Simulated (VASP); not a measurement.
Input of a VASP 6.6.1 run:

The input INCAR:

```
SYSTEM = Re
PREC = Accurate ; ENCUT = 520
EDIFF = 1E-8 ; ISMEAR = -1
SIGMA = 0.05 ; LREAL = .FALSE.
LASPH = .TRUE. ; NELM = 100
ALGO = Normal ; ISIF = 2
LWAVE = .FALSE. ; LCHARG = .FALSE.
GGA = PE ; LEFG = .TRUE.
NBANDS = 14
```

KPOINTS

```
Automatic mesh
0
G
  14 14 8
  0 0 0
```

File POSCAR:

```
Re
1.0
    2.5854314113      0.0000000000      0.0000000000
   -1.2927157057      2.2390492819      0.0000000000
    0.0000000000      0.0000000000      4.1340662724
Re
2
Direct
    0.3333333333      0.6666666667      0.2500000000
    0.6666666667      0.3333333333      0.7500000000
```

Potentials or basis: VASP PAW PBE potentials, release 64 (Re).

Run with:

```sh
$ cat potpaw_PBE.64/Re/POTCAR > POTCAR
$ mpirun -np 1 vasp_std > vasp.out
```

Estimate the pressure.

134.3 GPa.

Estimate the band gap on the k mesh.

zero (band 7 reaches 12.64 eV, above the bottom of band 8 at 8.21 eV).

Electric field gradients, principal values (V/Å²):
| atom | least | middle | greatest (by size) |
| --- | --- | --- | --- |
| 1 Re | 53.297 | 53.297 | -106.594 |
| 2 Re | 53.297 | 53.297 | -106.594 |

Caveat: without QUAD_EFG the Cq values of the log hold for a quadrupole moment of 1 mb, not for the nuclei; spin-orbit coupling is left out, which moves the levels of the heavy elements.
